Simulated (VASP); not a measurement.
A run of VASP 6.6.1:

POSCAR

```
SrCl2
1.0
   -0.0699543617      3.4977180848      3.4977180848
    3.4977180848     -0.0699543617      3.4977180848
    3.4277637231      3.4277637231      0.0000000000
Sr Cl
1 2
Direct
    0.0000000000      0.0000000000      0.0000000000
    0.2532542116      0.2532542116      0.2467457884
    0.7467457884      0.7467457884      0.7532542116
```

The input INCAR.step1:

```
  PREC = Accurate
  ENCUT = 520
  ISMEAR = 0
  SIGMA = 0.01
  LREAL = False
  LASPH = True
  NELM = 100
  NBANDS = 19
  GGA = PE
  ALGO = Normal
  EDIFF = 1E-4
  LWAVE = True
  LCHARG = False
```

Contents of INCAR.step2:

```
  PREC = Accurate
  ENCUT = 520
  EDIFF = 1E-6
  ISMEAR = 0
  SIGMA = 0.01
  LREAL = False
  LASPH = True
  NELM = 100
  ALGO = Normal
  ISIF = 2
  LWAVE = False
  LCHARG = False
  METAGGA = R2SCAN
  LMIXTAU = True
  NBANDS = 19
  ISTART = 1
```

File KPOINTS:

```
regular mesh
0
Gamma
  6 6 6
```

Potentials or basis: VASP PAW PBE potentials, release 64 (Sr_sv, Cl).

Launch:

```bash
$ cat potpaw_PBE.64/Sr_sv/POTCAR potpaw_PBE.64/Cl/POTCAR > POTCAR
$ cp INCAR.step1 INCAR
$ mpirun -np 1 vasp_std > vasp.out
$ cp INCAR.step2 INCAR
$ mpirun -np 1 vasp_std > vasp.out
```

Hardware: 1 thread of AMD EPYC 9R45 96-Core Processor (Zen 5), on a shared host.

Task: Estimate the wall time of this run.

Result: It took 3 min on 1 thread of AMD EPYC 9R45 96-Core Processor (Zen 5), on a shared host, peak memory 0.25 GiB. Counts: k points 46.
